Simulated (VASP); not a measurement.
A run of VASP 6.6.1 is set up as follows.

The input INCAR:

```
ALGO = Normal ; EDIFF = 1E-8
ENCUT = 520 ; GGA = CA
ISIF = 2 ; ISMEAR = -1
LASPH = T ; LCHARG = F
LEFG = T ; LREAL = F
LWAVE = F ; NBANDS = 11
NELM = 100 ; PREC = Accurate
SIGMA = 0.05
```

KPOINTS

```
k-points
0
Gamma
  13 13 13
```

File POSCAR:

```
BAs
1.0
    0.0000000000      2.4353452264      2.4353452264
    2.4353452264      0.0000000000      2.4353452264
    2.4353452264      2.4353452264      0.0000000000
B As
1 1
Direct
    0.0000000000      0.0000000000      0.0000000000
    0.7500000000      0.7500000000      0.7500000000
```

Potentials or basis: VASP PAW LDA potentials, release 64 (B, As).

Run with:

```sh
$ cat potpaw_LDA.64/B/POTCAR potpaw_LDA.64/As/POTCAR > POTCAR
$ mpirun -np 1 vasp_std > vasp.out
```

Task: What does it give for the pressure?

Result: -10.0 GPa.

Task: Predict the band gap on the k mesh.

Result: 1.18 eV (least direct gap 3.18 eV).

Caveat: the cell stands under tension; an odd mesh through Γ misses points on the zone boundary, where band edges can lie.
